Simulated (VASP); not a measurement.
# Au in VASP: notebook, part 2 of 3

VASP 6.6.1. The steps go on from the part before.

## (4) Single point, r2SCAN+U (the cell strained at random)

The input, POSCAR:

```
Au
1.0
    0.0134790000      2.0440970000      2.0699420000
    2.0317370000      0.0185070000      2.0649130000
    2.0249480000      2.0322790000      0.0252960000
Au
1
Direct
    0.0403180000     -0.0298650000      0.0057790000
```

The input, INCAR.step1:

```
PREC = Accurate ; ENCUT = 520
ISMEAR = -5 ; SIGMA = 0.05
LREAL = False ; LASPH = True
NELM = 150 ; LMAXMIX = 4
LDAU = True ; LDAUTYPE = 2
LDAUL = 2 ; LDAUU = 5
LDAUJ = 0 ; NBANDS = 12
GGA = PE ; ALGO = Normal
EDIFF = 1E-4 ; LWAVE = True
LCHARG = False
```

The input, INCAR.step2:

```
PREC = Accurate ; ENCUT = 520
EDIFF = 1E-6 ; ISMEAR = -5
SIGMA = 0.05 ; LREAL = False
LASPH = True ; NELM = 150
ALGO = Normal ; ISIF = 2
LWAVE = False ; LCHARG = True
LMAXMIX = 4 ; LDAU = True
LDAUTYPE = 2 ; LDAUL = 2
LDAUU = 5 ; LDAUJ = 0
LDAUPRINT = 1 ; METAGGA = R2SCAN
LMIXTAU = True ; LELF = True
LVHAR = True ; NBANDS = 12
ISTART = 1
```

The input, KPOINTS:

```
Automatic mesh
0
Gamma
  11 11 11
```

Potentials or basis: VASP PAW PBE potentials, release 64 (Au).

Run with:

```sh
$ cat potpaw_PBE.64/Au/POTCAR > POTCAR
$ cp INCAR.step1 INCAR
$ mpirun -np 1 vasp_std > vasp.out
$ cp INCAR.step2 INCAR
$ mpirun -np 1 vasp_std > vasp.out
```

OUTCAR:

```text
PREC = Accurate
   ENCUT = 520
   EDIFF = 1E-6
   ISMEAR = -5
   LREAL = False
   LASPH = True
   NELM = 150
   ISIF = 2
   METAGGA = R2SCAN
   ISTART = 1

 ion  position               nearest neighbor table
   1  0.040  0.970  0.006-

  Warning from LATTYP: Got some problem with cell dimensions!
  Tried to take original basis but could not verify dimensions!
  LATTYP: Found a triclinic cell.
 ALAT       =     2.8662451509
 B/A-ratio  =     0.9976262723
 C/A-ratio  =     1.0009642498
 COS(alpha) =     0.0036353722
 COS(beta)  =     0.4897320279
 COS(gamma) =     0.4981199079

  Lattice vectors:

 A1 = (  -0.0067890000,   2.0137720000,  -2.0396170000)
 A2 = (  -2.0182580000,   2.0255900000,   0.0050290000)
 A3 = (   2.0249480000,   2.0322790000,   0.0252960000)

Analysis of symmetry for initial positions (statically):
=====================================================================
 Subroutine PRICEL returns:
 Original cell was already a primitive cell.

 Routine SETGRP: Setting up the symmetry group for a
 triclinic supercell.

 Subroutine GETGRP returns: Found  2 space group operations
 (whereof  1 operations were pure point group operations)
 out of a pool of  2 trial point group operations.

The static configuration has the point symmetry C_1 .
 The point group associated with its full space group is S_2 .

Analysis of symmetry for dynamics (positions and initial velocities):
=====================================================================
 Subroutine PRICEL returns:
 Original cell was already a primitive cell.

 Routine SETGRP: Setting up the symmetry group for a
 triclinic supercell.

 Subroutine GETGRP returns: Found  2 space group operations
 (whereof  1 operations were pure point group operations)
 out of a pool of  2 trial point group operations.

The dynamic configuration has the point symmetry C_1 .
 The point group associated with its full space group is S_2 .

 Subroutine INISYM returns: Found  2 space group operations
 (whereof  1 operations are pure point group operations),
 and found     1 'primitive' translations

----------------------------------------------------------------------------------------

                                     Primitive cell

  volume of cell :      16.8548

  direct lattice vectors                    reciprocal lattice vectors
     0.013479000  2.044097000  2.069942000    -0.248950690  0.245031060  0.242754798
     2.031737000  0.018507000  2.064913000     0.246517020 -0.248664289  0.243954239
     2.024948000  2.032279000  0.025296000     0.248153461  0.247866940 -0.246388028

  length of vectors
     2.909153504  2.896923099  2.869008927     0.425378136  0.426753138  0.428631801

  position of ions in fractional coordinates (direct lattice)
     0.040318000  0.970135000  0.005779000

  ion indices of the primitive-cell ions
   primitive index   ion index
[... 100 lines left out ...]
 LDA+U is selected, type is set to LDAUTYPE =  2
   angular momentum for each species LDAUL =     2
   U (eV)           for each species LDAUU =   5.0
   J (eV)           for each species LDAUJ =   0.0
   METAGGA = R2SCAN    functional components
   LHFCALC =     F    Hartree Fock is set to
   AEXX    =    0.0000 exact exchange contribution
   IVDW    =     0    specifies the selected vdW correction
   LEPSILON=     F    determine dielectric tensor
   LRPA    =     F    only Hartree local field effects (RPA)
 non-spin polarized calculation
 Fermi weights with tetrahedron method with Bloechl corrections
  energy-cutoff  :      520.00
  volume of cell :       16.85
 maximum number of plane-waves:       471
 NGX is ok and might be reduce to    24
   NGX = 11   NGY = 11   NGZ = 11

atom =   1  type =  1  l = 2

 onsite density matrix

spin component  1

  0.9040 -0.0004 -0.0002 -0.0007 -0.0000
 -0.0004  0.9059  0.0005 -0.0001 -0.0008
 -0.0002  0.0005  0.9175  0.0003 -0.0001
 -0.0007 -0.0001  0.0003  0.9055  0.0005
 -0.0000 -0.0008 -0.0001  0.0005  0.9188

spin component  2

  0.9040 -0.0004 -0.0002 -0.0007 -0.0000
 -0.0004  0.9059  0.0005 -0.0001 -0.0008
 -0.0002  0.0005  0.9175  0.0003 -0.0001
 -0.0007 -0.0001  0.0003  0.9055  0.0005
 -0.0000 -0.0008 -0.0001  0.0005  0.9188

 occupancies and eigenvectors

  o =  0.9037  v =  0.9156  0.2021 -0.0016  0.3477 -0.0015  0.0000  0.0000  0.0000  0.0000  0.0000      0.0000  0.0000  0.0000  0.0000  0.0000  0.0000  0.0000  0.0000  0.0000  0.0000
  o =  0.9037  v =  0.0000  0.0000  0.0000  0.0000  0.0000  0.9156  0.2021 -0.0016  0.3477 -0.0015      0.0000  0.0000  0.0000  0.0000  0.0000  0.0000  0.0000  0.0000  0.0000  0.0000
  o =  0.9057  v =  0.3029  0.2205  0.0234 -0.9254  0.0515  0.0000  0.0000  0.0000  0.0000  0.0000      0.0000  0.0000  0.0000  0.0000  0.0000  0.0000  0.0000  0.0000  0.0000  0.0000
  o =  0.9057  v =  0.0000  0.0000  0.0000  0.0000  0.0000  0.3029  0.2205  0.0234 -0.9254  0.0515      0.0000  0.0000  0.0000  0.0000  0.0000  0.0000  0.0000  0.0000  0.0000  0.0000
  o =  0.9059  v =  0.2639 -0.9513  0.0491 -0.1420 -0.0524  0.0000  0.0000  0.0000  0.0000  0.0000      0.0000  0.0000  0.0000  0.0000  0.0000  0.0000  0.0000  0.0000  0.0000  0.0000
  o =  0.9059  v =  0.0000  0.0000  0.0000  0.0000  0.0000  0.2639 -0.9513  0.0491 -0.1420 -0.0524      0.0000  0.0000  0.0000  0.0000  0.0000  0.0000  0.0000  0.0000  0.0000  0.0000
  o =  0.9175  v = -0.0185  0.0349  0.9924  0.0336  0.1112  0.0000  0.0000  0.0000  0.0000  0.0000      0.0000  0.0000  0.0000  0.0000  0.0000  0.0000  0.0000  0.0000  0.0000  0.0000
  o =  0.9175  v =  0.0000  0.0000  0.0000  0.0000  0.0000 -0.0185  0.0349  0.9924  0.0336  0.1112      0.0000  0.0000  0.0000  0.0000  0.0000  0.0000  0.0000  0.0000  0.0000  0.0000
  o =  0.9188  v =  0.0000  0.0000  0.0000  0.0000  0.0000  0.0017 -0.0653 -0.1100  0.0374  0.9911      0.0000  0.0000  0.0000  0.0000  0.0000  0.0000  0.0000  0.0000  0.0000  0.0000
  o =  0.9188  v =  0.0017 -0.0653 -0.1100  0.0374  0.9911  0.0000  0.0000  0.0000  0.0000  0.0000      0.0000  0.0000  0.0000  0.0000  0.0000  0.0000  0.0000  0.0000  0.0000  0.0000

 number of electron      11.0000000 magnetization

 Free energy of the ion-electron system (eV)
  ---------------------------------------------------
  ext. energy  EPLUGINS =         0.00000000
  ---------------------------------------------------
  free energy    TOTEN  =       -48.27335111 eV

  energy without entropy =      -48.27335111  energy(sigma->0) =      -48.27335111

 E-fermi :   9.0612     XC(G=0): -13.5089

 val. band max:        8.8897547147   @ k =   0.0000   0.2727   0.4545
 cond. band min:       8.9511088250   @ k =   0.4545   0.4545   0.0909
 fundamental gap:      0.0613541103
 Fermi energy:         9.0611738509

 k-point     1 :       0.0000    0.0000    0.0000
  band No.  band energies     occupation
      1      -0.5447      2.00000
      2       2.7752      2.00000
      3       2.9560      2.00000
      4       2.9713      2.00000
      5       4.3010      2.00000
      6       4.4441      2.00000
      7      24.8823      0.00000
      8      28.6062      0.00000
      9      29.1379      0.00000
     10      29.2310      0.00000
     11      34.1195      0.00000
     12      36.9478      0.00000
[... 331 lines left out ...]
 k-point    24 :      -0.4545    0.1818    0.0000
  band No.  band energies     occupation
      1       1.3666      2.00000
      2       2.4715      2.00000
      3       3.5216      2.00000
      4       4.0541      2.00000
      5       5.5873      2.00000
      6      11.0893     -0.10111
      7      12.5117      0.00000
      8      22.4280      0.00000
      9      25.7463      0.00000
     10      26.1323      0.00000
     11      35.3273      0.00000
     12      35.3949      0.00000

 [... further k-points ...]

------------------------ aborting loop because EDIFF is reached ----------------------------------------

  FORCE on cell =-STRESS in cart. coord.  units (eV):
  Direction    XX          YY          ZZ          XY          YZ          ZX
  --------------------------------------------------------------------------------------
  -------------------------------------------------------------------------------------
  Total        0.4562044      0.4503527      0.4129027     -0.0161659     -0.0525551     -0.0372608
  in kB       43.3657413     42.8094888     39.2495810     -1.5366943     -4.9957671     -3.5419305
  external PRESSURE =      41.8082704 kB  Pullay stress =       0.0000000 kB

 VOLUME and BASIS-vectors are now :
 -----------------------------------------------------------------------------
  energy-cutoff  :      520.00
  volume of cell :       16.85
      direct lattice vectors                 reciprocal lattice vectors
     0.013479000  2.044097000  2.069942000    -0.248950690  0.245031060  0.242754798
     2.031737000  0.018507000  2.064913000     0.246517020 -0.248664289  0.243954239
     2.024948000  2.032279000  0.025296000     0.248153461  0.247866940 -0.246388028

 POSITION                                       TOTAL-FORCE (eV/Angst)
 -----------------------------------------------------------------------------------
      1.98330      0.11211      2.08685        -0.000000      0.000000      0.000000
 -----------------------------------------------------------------------------------
    total drift:                                0.000002      0.000001      0.000001

  FREE ENERGIE OF THE ION-ELECTRON SYSTEM (eV)
  ---------------------------------------------------
  free  energy   TOTEN  =       -48.2733511067 eV

  energy  without entropy=      -48.2733511067  energy(sigma->0) =      -48.27335111
```

Run time: 6.1 min. Hardware: 1 thread of AMD EPYC 9R45 (Zen 5), shared host; peak memory 0.23 GiB.

Results:

| Quantity | Value |
| --- | --- |
| Free energy | -48.2734 eV |
| Pressure | 4.2 GPa |

Stress tensor (GPa, compression positive):
```
 4.34 -0.15 -0.35
-0.15  4.28 -0.50
-0.35 -0.50  3.92
```

Levels at points of the mesh, in eV from the Fermi level:
```tsv
k point	band 3	band 4	band 5	band 6	band 7	band 8
(0.00, 0.00, 0.00)	-6.11	-6.09	-4.76	-4.62	15.82	19.55
```

Eigenvalues of the final occupation matrices:
```
    site  spin  trace               eigenvalues
site 1 d     1   4.55  0.90 0.91 0.91 0.92 0.92
site 1 d     2   4.55  0.90 0.91 0.91 0.92 0.92
```

Caveat: the cell differs from its parent crystal (the cell strained at random); the PAW data sets were made with another functional, which shifts forces and pressure a little; spin-orbit coupling is left out, which moves the levels of the heavy elements; U without spin polarisation on a metal has little footing; the U is typed as a test and isn't derived for this compound; tetrahedron occupations give inexact forces and stress in metals.

## (5) Single point, PBE

The input, INCAR:

```
SYSTEM = Au
PREC = Accurate ; ENCUT = 520
EDIFF = 1E-6 ; ISMEAR = 0
SIGMA = 0.028000000000000004 ; LREAL = .False.
LASPH = .True. ; NELM = 60
ALGO = Fast ; ISIF = 2
LWAVE = .False. ; LCHARG = .True.
GGA = PE ; LELF = .True.
LVHAR = .True. ; NBANDS = 12
```

The input, KPOINTS:

```
regular mesh
0
Gamma
  11 11 11
  0 0 0
```

The input, POSCAR:

```
Au
1.0
    0.0000000000      2.0350000000      2.0350000000
    2.0350000000      0.0000000000      2.0350000000
    2.0350000000      2.0350000000      0.0000000000
Au
1
Direct
    0.0000000000      0.0000000000      0.0000000000
```

Run with:

```sh
$ cat potpaw_PBE.64/Au/POTCAR > POTCAR
$ mpirun -np 1 vasp_std > vasp.out
```

Wall time 5.1 s (1 thread of Intel Xeon 6975P-C (Granite Rapids), shared host); peak memory 0.14 GiB.

The run converged. Its results:

```yaml
Free_energy: -3.1956 eV
Pressure: 10.6 GPa
```

Levels at points of the mesh, in eV from the Fermi level:
```csv
k point,band 4,band 5,band 6,band 7,band 8,band 9
"(0.00, 0.00, 0.00)",-4.84,-3.30,-3.30,14.41,18.48,18.48
```

Caveat: spin-orbit coupling is left out, which moves the levels of the heavy elements.

(Part 2 of 3 ends here.)
